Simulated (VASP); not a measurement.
Runs of VASP 6.6.1 on Re. The structure is that of space group P6_3/mmc (No. 194), or close to it. The cells are those of the table. 

```csv
cell,k mesh,gap on the mesh (eV),pressure (GPa)
"a = 2.777, b = 2.777, c = 8.931 Å, angles 90.0, 90.0, 120.0°, 4 atoms",14 × 14 × 4,none,16.8
"a = 2.815, b = 2.815, c = 9.054 Å, angles 90.0, 90.0, 120.0°, 4 atoms",14 × 14 × 4,none,1.8
"a = 2.815, b = 2.815, c = 9.054 Å, angles 90.0, 90.0, 120.0°, 4 atoms",17 × 17 × 5,none,1.8
"a = 2.852, b = 2.852, c = 9.173 Å, angles 90.0, 90.0, 120.0°, 4 atoms",14 × 14 × 4,none,(a)
"a = 2.888, b = 2.888, c = 9.289 Å, angles 90.0, 90.0, 120.0°, 4 atoms",14 × 14 × 4,none,-19.7
```

Alike in all rows: task single point; level BLYP; potentials or basis VASP PAW PBE potentials, release 64 (Re); no spin polarisation; cutoff (eV) 520; smearing fermi-dirac 0.1 eV.

**Question.** Estimate the missing entries.

**Answer.** (a) -10.2.

Caveats: the PAW data sets were made with another functional, which shifts forces and pressure a little; spin-orbit coupling is left out, which moves the levels of the heavy elements; the cell stands under tension (at least some runs); the cell stands under pressure (at least some runs).

A k mesh can miss the band edges, and the runs leave out spin-orbit coupling on Re.

A gap of «none» marks levels without a gap at the run's occupations.
